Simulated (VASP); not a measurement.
# Ga: single point with PBE

Crystal: Ga.

```
Ga
1.0
    -1.68780    1.68780    1.68780
     1.68780   -1.68780    1.68780
     1.68780    1.68780   -1.68780
Ga
1
Direct
  0.00000 0.00000 0.00000
```

This isn't the form of Ga at room conditions, which is orthorhombic.

```json
{"Program": "VASP 6.6.1", "Task": "single point", "Functional": "PBE", "Potentials or basis": "VASP PAW PBE potentials, release 64 (Ga_d)", "Cutoff": "520 eV", "k mesh": "17 × 17 × 17", "Occupations": "fermi-dirac, width 0.05 eV", "Spin": "non-collinear spin, zero start, spin-orbit coupling", "Starting moments": "[[0.0, 0.0, 0.0]] μB", "Dipole correction": "no", "Further INCAR settings": "ALGO = Normal; EDIFF = 1e-06; NBANDS = 24"}
```

```yaml
Pressure: 0.0 GPa
Net_moment: 0.00 μB per cell
Valence_electrons_inside_the_program's_atomic_spheres: Ga 11.51
```

Moments on the atoms (μB; x, y, z):
```
Ga  0.00 0.00 0.00
```

It took 2.3 min on 1 thread of Intel Xeon 8259CL (shared host), peak memory 0.26 GiB.
